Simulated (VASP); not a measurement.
Here is a VASP 6.6.1 calculation.

POSCAR

```
CaO
1.0
    2.9032089656      0.0000000000      0.0000000000
    0.0000000000      2.9032089656      0.0000000000
    0.0000000000      0.0000000000      2.9032089656
Ca O
1 1
Direct
    0.0000000000      0.0000000000      0.0000000000
    0.5000000000      0.5000000000      0.5000000000
```

INCAR.step1

```
SYSTEM = CaO
ALGO = Normal
EDIFF = 1E-5
ENCUT = 1480
GGA = PE
GGA_COMPAT = .FALSE.
ISMEAR = -1
LASPH = .TRUE.
LCHARG = .FALSE.
LREAL = .FALSE.
LWAVE = .TRUE.
NBANDS = 15
NELM = 120
PREC = Accurate
SIGMA = 0.02
```

File INCAR.step2:

```
SYSTEM = CaO
ALGO = Normal
EDIFF = 1E-6
ENCUT = 1480
GGA_COMPAT = .FALSE.
ISIF = 2
ISMEAR = -1
ISTART = 1
LASPH = .TRUE.
LCHARG = .FALSE.
LMIXTAU = .TRUE.
LREAL = .FALSE.
LWAVE = .FALSE.
METAGGA = R2SCAN
NBANDS = 15
NELM = 120
PREC = Accurate
SIGMA = 0.02
```

Contents of KPOINTS:

```
k-points
0
G
  8 8 8
  0 0 0
```

Potentials or basis: VASP PAW PBE potentials, release 64 (Ca_sv, O_h).

Launch:

```bash
$ cat potpaw_PBE.64/Ca_sv/POTCAR potpaw_PBE.64/O_h/POTCAR > POTCAR
$ cp INCAR.step1 INCAR
$ mpirun -np 1 vasp_std > vasp.out
$ cp INCAR.step2 INCAR
$ mpirun -np 1 vasp_std > vasp.out
```

(1) What does it give for the band gap on the k mesh?

(2) Estimate the pressure.

Results:

(1) 3.28 eV (least direct gap 3.58 eV).

(2) 1.0 GPa.

Caveat: the structure was generated, so it needn't be the stable form of CaO; the PAW data sets were made with another functional, which shifts forces and pressure a little.
